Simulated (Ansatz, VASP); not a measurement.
## TiAl: VASP beside Ansatz

File INCAR:

```
SYSTEM = TiAl
PREC = Accurate
ENCUT = 520
EDIFF = 1E-6
ISMEAR = 0
SIGMA = 0.15
LREAL = .False.
LASPH = .True.
NELM = 80
ALGO = Normal
ISIF = 2
LWAVE = .False.
LCHARG = .True.
GGA = PS
LELF = .True.
LVHAR = .True.
NBANDS = 14
```

KPOINTS

```
Automatic mesh
0
Gamma
  18 18 10
  0 0 0
```

File POSCAR:

```
TiAl
1.0
    2.8475477334      0.0000000000      0.0000000000
   -1.4237738667      2.4660486756      0.0000000000
    0.0000000000      0.0000000000      4.6191923846
Ti Al
1 1
Direct
    0.0000000000      0.0000000000      0.0000000000
    0.3333333333      0.6666666667      0.5000000000
```

Input for Ansatz:

```yaml
crystal:
  lattice:
    - [2.8475477334, 0.0, 0.0]
    - [-1.4237738667, 2.4660486756, 0.0]
    - [0.0, 0.0, 4.6191923846]
  atoms:
    - { symbol: Ti, position: [0.0, 0.0, 0.0] }
    - { symbol: Al, position: [0.3333333333, 0.6666666667, 0.5] }
basis:
  ecutwfc: 520.0
kpoints:
  mp_grid: { grid: [18, 18, 10] }
hamiltonian:
  xc: pbesol
  pseudopotentials: { kind: paw, azcp: { folder: soft_1 } }
scf:
  occupations: { method: gaussian, width: 0.15 }
output:
  forces: true
  stress: true
  eigenvalues: true
```

Alike in both runs: task single point; functional PBEsol; k mesh 18 × 18 × 10; occupations gaussian, width 0.15 eV; no spin polarisation.

|  | VASP | Ansatz |
| --- | --- | --- |
| version | VASP 6.6.1 | Ansatz 0.2.0 |
| potentials or method | VASP PAW PBE potentials, release 64 (Ti_sv, Al), cutoff 520 eV | scalar-relativistic, plane waves, PAW |
| valence electrons in the cell | 15 | 15 |

VASP gave:

```
gap on the k mesh at the Fermi level (eV)                     : none
pressure (GPa)                                                : 0.1
traceless stress, the component that is largest in VASP (GPa) : -0.01
```

Q: Estimate Ansatz's values.

A: gap on the k mesh at the Fermi level (eV): none; pressure (GPa): 0.0; traceless stress, the component that is largest in VASP (GPa): -0.09.

VASP's potentials were made for PBE, not for PBEsol, and Ansatz warns of the same on its side. A gap of «none» marks a metal or a gap that the smearing closes.
